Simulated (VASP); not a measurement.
# ZnO (P6_3/mmc) in VASP: further runs

ZnO is run at these levels: LDA; tasks: single point, relaxation of cell and atoms.

Program: VASP 6.6.1. These are calculated values, not measurements. Logs are shortened: lines on timing, memory, paths and dates and some standing lists are left out, and cuts for length are marked.

**1. The cell of the first run**

It takes space group P6_3/mmc (No. 194, hexagonal). Conventional cell: a = 3.203 Å, b = 3.203 Å, c = 5.851 Å, α = 90.00°, β = 90.00°, γ = 120.00°. Within 2.5 Å of Zn (site symmetry -6m2) lie 3 O at 1.85 Å. Within 2.5 Å of O (site symmetry -6m2) lie 3 Zn at 1.85 Å.

**2. Single point, LDA**

Input file INCAR:

```
PREC     = Accurate       # precision mode
ENCUT    = 520            # plane-wave cutoff, eV
EDIFF    = 1E-6           # SCF threshold, eV
ISMEAR   = 1              # smearing method
SIGMA    = 0.1            # smearing width, eV
LREAL    = False          # projectors in reciprocal space
LASPH    = True           # aspherical terms in the spheres
NELM     = 80             # most SCF steps
ALGO     = Normal         # electronic algorithm
ISIF     = 2              # what is computed and relaxed
LWAVE    = False          # write WAVECAR
LCHARG   = False          # write CHGCAR
NBANDS   = 26             # bands
```

Input file KPOINTS:

```
Automatic mesh
0
Gamma
  12 12 4
```

Input file POSCAR:

```
ZnO
1.0
    3.2027411553      0.0000000000      0.0000000000
   -1.6013705777      2.7736552023      0.0000000000
    0.0000000000      0.0000000000      5.8510827848
Zn O
2 2
Direct
    0.0000000000      0.0000000000      0.7500000000
    0.0000000000      0.0000000000      0.2500000000
    0.3333333333      0.6666666667      0.2500000000
    0.6666666667      0.3333333333      0.7500000000
```

Potentials or basis: VASP PAW LDA potentials, release 64 (Zn, O).

The run is started by

```
$ cat potpaw_LDA.64/Zn/POTCAR potpaw_LDA.64/O/POTCAR > POTCAR
$ mpirun -np 1 vasp_std > vasp.out
```

OUTCAR:

```text
PREC = Accurate
   ENCUT = 520
   EDIFF = 1E-6
   ISMEAR = 1
   LREAL = False
   LASPH = True
   NELM = 80
   ISIF = 2

 ion  position               nearest neighbor table
   1  0.000  0.000  0.750-   4 1.85   4 1.85   4 1.85   2 2.93   2 2.93
   2  0.000  0.000  0.250-   3 1.85   3 1.85   3 1.85   1 2.93   1 2.93
   3  0.333  0.667  0.250-   2 1.85   2 1.85   2 1.85
   4  0.667  0.333  0.750-   1 1.85   1 1.85   1 1.85

  LATTYP: Found a hexagonal cell.
 ALAT       =     3.2027411553
 C/A-ratio  =     1.8268984289

  Lattice vectors:

 A1 = (   3.2027411553,   0.0000000000,   0.0000000000)
 A2 = (  -1.6013705777,   2.7736552023,   0.0000000000)
 A3 = (   0.0000000000,   0.0000000000,   5.8510827848)

Analysis of symmetry for initial positions (statically):
=====================================================================
 Subroutine PRICEL returns:
 Original cell was already a primitive cell.

 Routine SETGRP: Setting up the symmetry group for a
 hexagonal supercell.

 Subroutine GETGRP returns: Found 24 space group operations
 (whereof 12 operations were pure point group operations)
 out of a pool of 24 trial point group operations.

The static configuration has the point symmetry D_3d.
 The point group associated with its full space group is D_6h.

Analysis of symmetry for dynamics (positions and initial velocities):
=====================================================================
 Subroutine PRICEL returns:
 Original cell was already a primitive cell.

 Routine SETGRP: Setting up the symmetry group for a
 hexagonal supercell.

 Subroutine GETGRP returns: Found 24 space group operations
 (whereof 12 operations were pure point group operations)
 out of a pool of 24 trial point group operations.

The dynamic configuration has the point symmetry D_3d.
 The point group associated with its full space group is D_6h.

 Subroutine INISYM returns: Found 24 space group operations
 (whereof 12 operations are pure point group operations),
 and found     1 'primitive' translations

----------------------------------------------------------------------------------------

                                     Primitive cell

  volume of cell :      51.9769

  direct lattice vectors                    reciprocal lattice vectors
     3.202741155  0.000000000  0.000000000     0.312232538  0.180267540  0.000000000
    -1.601370578  2.773655202  0.000000000     0.000000000  0.360535080  0.000000000
     0.000000000  0.000000000  5.851082785     0.000000000  0.000000000  0.170908537

  length of vectors
     3.202741155  3.202741155  5.851082785     0.360535080  0.360535080  0.170908537

  position of ions in fractional coordinates (direct lattice)
     0.000000000  0.000000000  0.750000000
     0.000000000  0.000000000  0.250000000
     0.333333333  0.666666667  0.250000000
     0.666666667  0.333333333  0.750000000

  ion indices of the primitive-cell ions
   primitive index   ion index
                 1           1
                 2           2
                 3           3
                 4           4

----------------------------------------------------------------------------------------

 KPOINTS: Automatic mesh

Automatic generation of k-mesh.
 Grid dimensions read from file:
 generate k-points for:   12   12    4

 Generating k-lattice:

  Cartesian coordinates                     Fractional coordinates (reciprocal lattice)
     0.026019378  0.015022295  0.000000000     0.083333333  0.000000000  0.000000000
     0.000000000  0.030044590  0.000000000     0.000000000  0.083333333  0.000000000
     0.000000000  0.000000000  0.042727134     0.000000000  0.000000000  0.250000000

  Length of vectors
     0.030044590  0.030044590  0.042727134

  Shift w.r.t. Gamma in fractional coordinates (k-lattice)
     0.000000000  0.000000000  0.000000000

 Subroutine IBZKPT returns following result:
 ===========================================

 Found     57 irreducible k-points:

 Following reciprocal coordinates:
            Coordinates               Weight
  0.000000  0.000000  0.000000      1.000000
  0.083333 -0.000000  0.000000      6.000000
  0.166667  0.000000  0.000000      6.000000
  0.250000 -0.000000  0.000000      6.000000
  0.333333 -0.000000  0.000000      6.000000
  0.416667 -0.000000  0.000000      6.000000
[... 16 lines left out ...]
  0.250000 -0.000000  0.250000     12.000000
  0.333333 -0.000000  0.250000     12.000000
 [... further k-points ...]
   k-points           NKPTS =     57   k-points in BZ     NKDIM =     57   number of bands    NBANDS=     26
   number of dos      NEDOS =    301   number of ions     NIONS =      4
   total plane-waves  NPLWV =  27648
   dimension x,y,z NGX =    24 NGY =   24 NGZ =   48
   dimension x,y,z NGXF=    48 NGYF=   48 NGZF=   96
   ions per type =               2   2
   NGX,Y,Z   is equivalent  to a cutoff of  12.46, 12.46, 13.64 a.u.
   NGXF,Y,Z  is equivalent  to a cutoff of  24.92, 24.92, 27.28 a.u.
 SYSTEM =  unknown system
   PREC   = accura    normal or accurate (medium, high low for compatibility)
   ISTART =      0    job   : 0-new  1-cont  2-samecut
   ICHARG =      2    charge: 1-file 2-atom 10-const
   ISPIN  =      1    spin polarized calculation?
   LNONCOLLINEAR =      F non collinear calculations
   LSORBIT =      F    spin-orbit coupling
   LASPH  =      T    aspherical Exc in radial PAW
   ENCUT  =  520.0 eV  38.22 Ry    6.18 a.u.   5.95  5.95 10.88*2*pi/ulx,y,z
   NELM   =     80;   NELMIN=  2; NELMDL= -5     # of ELM steps
   EDIFF  = 0.1E-05   stopping-criterion for ELM
   LREAL  =      F    real-space projection
   EDIFFG = 0.1E-04   stopping-criterion for IOM
   NSW    =      0    number of steps for IOM
   IBRION =     -1    ionic relax: 0-MD 1-quasi-New 2-CG
   NFREE  =      0    steps in history (QN), initial steepest desc. (CG)
   ISIF   =      2    stress and relaxation
   ISYM   =      2    0-nonsym 1-usesym 2-fastsym
   POTIM  = 0.5000    time-step for ionic-motion
   TEBEG  =    0.0;   TEEND  =   0.0 temperature during run
   PSTRESS=    0.0 pullay stress
   NELECT =      36.0000    total number of electrons
   NUPDOWN=      -1.0000    fix difference up-down
   EMIN   =  10.00;   EMAX   =-10.00  energy-range for DOS
   EFERMI =   0.00;   METHOD = LEGACY
   ISMEAR =     1;   SIGMA  =   0.10  broadening in eV -4-tet -1-fermi 0-gaus
   EFERMI_NEDOS =   21; number of points for ismear=-14 and -15
   IALGO  =     38    algorithm
   IMIX   =      4    mixing-type and parameters
     AMIX     =   0.40;   BMIX     =  1.00
     AMIX_MAG =   1.60;   BMIX_MAG =  1.00
  volume/ion in A,a.u.               =      12.99        87.69
  Fermi-wavevector in a.u.,A,eV,Ry     =   1.448457  2.737186 28.545383  2.098026
  Thomas-Fermi vector in A             =   2.566295
   LORBIT       =      0    0 simple, 1 ext, 2 COOP (PROOUT), +10 PAW based schemes
   GGA     = CA    functional components
   LHFCALC =     F    Hartree Fock is set to
   AEXX    =    0.0000 exact exchange contribution
   IVDW    =     0    specifies the selected vdW correction
   LEPSILON=     F    determine dielectric tensor
   LRPA    =     F    only Hartree local field effects (RPA)
 non-spin polarized calculation
 Methfessel and Paxton  Order N= 1 SIGMA  =   0.10
  energy-cutoff  :      520.00
  volume of cell :       51.98
 maximum number of plane-waves:      1428
 NGX is ok and might be reduce to    24
   NGX = 11   NGY = 11   NGZ = 21

 number of electron      35.9999984 magnetization

 Free energy of the ion-electron system (eV)
  ---------------------------------------------------
  ext. energy  EPLUGINS =         0.00000000
  ---------------------------------------------------
  free energy    TOTEN  =       -19.96755613 eV

  energy without entropy =      -19.96792126  energy(sigma->0) =      -19.96767784

 E-fermi :   0.4255     XC(G=0): -10.9351

 val. band max:        0.3666125774   @ k =   0.0000   0.0000   0.0000
 cond. band min:       1.0869831007   @ k =   0.0000   0.0000   0.0000
 fundamental gap:      0.7203705233
 Fermi energy:         0.4255091460

 k-point     1 :       0.0000    0.0000    0.0000
  band No.  band energies     occupation
      1     -17.5139      2.00000
      2     -17.1592      2.00000
      3      -6.3518      2.00000
      4      -6.3518      2.00000
      5      -6.2745      2.00000
      6      -6.2745      2.00000
[... 18 lines left out ...]
     25      14.7062      0.00000
     26      14.8984      0.00000

 k-point     2 :       0.0833   -0.0000    0.0000
  band No.  band energies     occupation
      1     -17.4707      2.00000
      2     -17.1266      2.00000
      3      -6.3678      2.00000
      4      -6.2998      2.00000
      5      -6.2955      2.00000
      6      -6.2226      2.00000
[... 18 lines left out ...]
     25      14.6783      0.00000
     26      14.9403      0.00000

 k-point     3 :       0.1667    0.0000    0.0000
  band No.  band energies     occupation
      1     -17.3501      2.00000
      2     -17.0369      2.00000
      3      -6.3957      2.00000
      4      -6.3375      2.00000
      5      -6.1492      2.00000
      6      -6.0730      2.00000
[... 18 lines left out ...]
     25      13.9720      0.00000
     26      15.5547      0.00000

 k-point     4 :       0.2500   -0.0000    0.0000
  band No.  band energies     occupation
      1     -17.1775      2.00000
      2     -16.9149      2.00000
      3      -6.3901      2.00000
      4      -6.3509      2.00000
      5      -5.9181      2.00000
      6      -5.8460      2.00000
[... 18 lines left out ...]
     25      13.9590      0.00000
     26      15.4456      0.00000

 k-point     5 :       0.3333   -0.0000    0.0000
  band No.  band energies     occupation
      1     -16.9929      2.00000
      2     -16.7964      2.00000
      3      -6.3143      2.00000
      4      -6.2928      2.00000
      5      -5.6450      2.00000
      6      -5.5834      2.00000
[... 18 lines left out ...]
     25      14.3952      0.00000
     26      15.3264      0.00000

 k-point     6 :       0.4167   -0.0000    0.0000
  band No.  band energies     occupation
      1     -16.8434      2.00000
      2     -16.7185      2.00000
      3      -6.1832      2.00000
      4      -6.1760      2.00000
      5      -5.6130      2.00000
      6      -5.4022      2.00000
[... 427 lines left out ...]
 k-point    21 :       0.0833   -0.0000    0.2500
  band No.  band energies     occupation
      1     -17.4223      2.00000
      2     -17.1792      2.00000
      3      -6.3581      2.00000
      4      -6.3069      2.00000
      5      -6.2887      2.00000
      6      -6.2341      2.00000
[... 18 lines left out ...]
     25      13.7535      0.00000
     26      14.4927      0.00000

 k-point    22 :       0.1667    0.0000    0.2500
  band No.  band energies     occupation
      1     -17.3057      2.00000
      2     -17.0844      2.00000
      3      -6.3903      2.00000
      4      -6.3486      2.00000
      5      -6.1383      2.00000
      6      -6.0845      2.00000
[... 18 lines left out ...]
     25      13.6389      0.00000
     26      14.9701      0.00000

 k-point    23 :       0.2500   -0.0000    0.2500
  band No.  band energies     occupation
      1     -17.1400      2.00000
      2     -16.9544      2.00000
      3      -6.3916      2.00000
      4      -6.3624      2.00000
      5      -5.9080      2.00000
      6      -5.8571      2.00000
[... 18 lines left out ...]
     25      14.1177      0.00000
     26      14.8358      0.00000

 k-point    24 :       0.3333   -0.0000    0.2500
  band No.  band energies     occupation
      1     -16.9645      2.00000
      2     -16.8257      2.00000
      3      -6.3250      2.00000
      4      -6.3062      2.00000
      5      -5.6368      2.00000
      6      -5.5934      2.00000
[... 18 lines left out ...]
     25      14.2125      0.00000
     26      14.5289      0.00000

 [... further k-points ...]
[... 5 lines left out ...]
  --------------------------------------------------------------------------------------
  -------------------------------------------------------------------------------------
  Total        0.6055980      0.6055980     -0.0389585     -0.0000000     -0.0000000      0.0000000
  in kB       18.6674268     18.6674268     -1.2008867     -0.0000000     -0.0000000      0.0000000
  external PRESSURE =      12.0446556 kB  Pullay stress =       0.0000000 kB

 VOLUME and BASIS-vectors are now :
 -----------------------------------------------------------------------------
  energy-cutoff  :      520.00
  volume of cell :       51.98
      direct lattice vectors                 reciprocal lattice vectors
     3.202741155  0.000000000  0.000000000     0.312232538  0.180267540  0.000000000
    -1.601370578  2.773655202  0.000000000     0.000000000  0.360535080  0.000000000
     0.000000000  0.000000000  5.851082785     0.000000000  0.000000000  0.170908537

 POSITION                                       TOTAL-FORCE (eV/Angst)
 -----------------------------------------------------------------------------------
      0.00000      0.00000      4.38831        -0.000000      0.000000      0.000000
      0.00000      0.00000      1.46277        -0.000000     -0.000000      0.000000
     -0.00000      1.84910      1.46277         0.000000     -0.000000      0.000000
      1.60137      0.92455      4.38831        -0.000000      0.000000     -0.000000
 -----------------------------------------------------------------------------------
    total drift:                               -0.000000      0.000000      0.000000

  FREE ENERGIE OF THE ION-ELECTRON SYSTEM (eV)
  ---------------------------------------------------
  free  energy   TOTEN  =       -19.9675561283 eV

  energy  without entropy=      -19.9679212644  energy(sigma->0) =      -19.96767784
```

Wall time 65 s (1 thread of AMD EPYC 7R43 (Zen 3), shared host); peak memory 0.15 GiB.

Results:

- Free energy: -19.9676 eV
- Pressure: 1.2 GPa
- Band gap on the k mesh: 0.72 eV, direct

**3. Relaxation of cell and atoms, LDA**

This run uses another cell than the first one, of 16.69 Å³/atom, 1.284 times its volume.

Input file INCAR:

```
ALGO = Normal
EDIFF = 1E-6
EDIFFG = -0.01
ENCUT = 600
GGA = CA
IBRION = 2
ISIF = 3
ISMEAR = 1
LASPH = T
LCHARG = F
LREAL = F
LWAVE = F
NELM = 60
NSW = 80
PREC = Accurate
SIGMA = 0.1
```

Input file KPOINTS:

```
k-points
0
Gamma
  12 12 4
```

Input file POSCAR:

```
ZnO
1.0
    3.2879671600      0.0000000000      0.0000000000
   -1.6439835800      2.8474630874      0.0000000000
    0.0000000000      0.0000000000      7.1304413500
Zn O
2 2
Direct
    0.0000000000      0.0000000000      0.7500000000
    0.0000000000      0.0000000000      0.2500000000
    0.3333333333      0.6666666667      0.2500000000
    0.6666666667      0.3333333333      0.7500000000
```

Potentials or basis: VASP PAW LDA potentials, release 64 (Zn, O).

The run is started by

```
$ cat potpaw_LDA.64/Zn/POTCAR potpaw_LDA.64/O/POTCAR > POTCAR
$ mpirun -np 1 vasp_std > vasp.out
```

It took 11 min on 1 thread of Intel Xeon Platinum 8259CL at 2.50GHz (Skylake/Cascade Lake), shared host; peak memory 0.24 GiB.

It converged, with:

```yaml
Free_energy: -19.9973 eV
Relaxed_volume: 13.04 Å³/atom
Relaxed_cell: a = 3.212 Å, b = 3.212 Å, c = 5.837 Å, α = 90.00°, β = 90.00°, γ = 120.00°
Space_group_after_relaxing_to_0.05_Å: P6_3/mmc (No. 194)
Energy_gained_by_relaxing: 57.9 meV/atom
Ionic_steps: 12
Pressure_after_relaxing: 0.0 GPa
Band_gap_on_the_k_mesh: 0.71 eV, direct
```

Step by step:
```csv
step,energy change (eV),largest force (eV/Å),pressure (GPa),volume (Å³)
1,0.0000,0.0000,-7.59,66.76
2,0.0488,0.0000,10.18,59.37
3,-0.1153,0.0000,-0.63,63.22
4,-0.1153,0.0000,-0.55,63.15
5,-0.1225,0.0000,-0.57,62.60
6,-0.1442,0.0000,-0.58,60.94
7,-0.1876,0.0000,-0.55,57.61
8,-0.2288,0.0000,0.91,50.96
9,-0.2308,0.0000,0.45,52.51
10,-0.2313,0.0000,0.61,52.03
11,-0.1977,0.0000,-4.87,53.19
12,-0.2318,0.0000,0.00,52.15
```

Final structure:
```yaml
crystal:
  lattice:
    - [3.21201, 0.00000, 0.00000]
    - [-1.60601, 2.78169, 0.00000]
    - [0.00000, 0.00000, 5.83662]
  atoms:
    - { symbol: Zn, position: [0.00000, 0.00000, 0.75000] }
    - { symbol: Zn, position: [0.00000, 0.00000, 0.25000] }
    - { symbol: O, position: [0.33333, 0.66667, 0.25000] }
    - { symbol: O, position: [0.66667, 0.33333, 0.75000] }
```

Levels at points of the mesh, in eV from the valence-band top:
```
           k point  band 16  band 17  band 18  band 19  band 20  band 21
(0.00, 0.00, 0.00)    -0.04     0.00     0.00     0.71     4.66     5.78
(0.50, 0.00, 0.00)    -1.90    -1.23    -1.13     4.25     5.51     6.48
(0.00, 0.00, 0.50)    -0.02    -0.02    -0.02     2.46     2.46     9.07
(0.50, 0.00, 0.50)    -2.06    -1.01    -1.01     4.64     4.64     8.32
```

Caveat: the volume moved by over 15 % at a fixed basis, so the end points are rough. As with any semilocal functional, this LDA gap is likely too small.
